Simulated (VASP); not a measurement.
Set up this calculation in VASP 6.6.1, as the native input.

| Quantity | Value |
| --- | --- |
| Task | single point |
| Functional | PBEsol |
| Potentials or basis | VASP PAW PBE potentials, release 64 (Nb_sv, W_sv) |
| Cutoff | 520 eV |
| k mesh | 7 × 7 × 4 |
| Occupations | fermi-dirac, width 0.1 eV |
| Spin | no spin polarisation |
| Dipole correction | no |
| Further INCAR settings | ALGO = Normal; EDIFF = 1e-07; NBANDS = 20 |

The structure of NbW lies in POSCAR:

```
NbW
1.0
    1.5930668865     -2.2744202625      0.0000000000
    1.5930668865      2.2744202625      0.0000000000
    0.0000000000      0.0000000000      4.5387141656
Nb W
1 1
Direct
    0.0000000000      0.0000000000      0.0000000000
    0.5000000000      0.5000000000      0.5000000000
```

One way to write it, as run:

INCAR

```
ALGO = Normal
EDIFF = 1E-7
ENCUT = 520
GGA = PS
ISIF = 2
ISMEAR = -1
LASPH = True
LCHARG = True
LELF = True
LREAL = False
LVHAR = True
LWAVE = False
NBANDS = 20
NELM = 60
PREC = Accurate
SIGMA = 0.1
```

KPOINTS

```
k-points
0
Gamma
  7 7 4
```

Potentials or basis: VASP PAW PBE potentials, release 64 (Nb_sv, W_sv).

Run with:

```bash
$ cat potpaw_PBE.64/Nb_sv/POTCAR potpaw_PBE.64/W_sv/POTCAR > POTCAR
$ mpirun -np 1 vasp_std > vasp.out
```

Results of the run:

```json
{
  "Pressure": "0.1 GPa"
}
```

Caveat: the PAW data sets were made with another functional, which shifts forces and pressure a little.

Wall time 52 s on 1 thread of Intel Xeon 8259CL (shared host), peak memory 0.17 GiB.
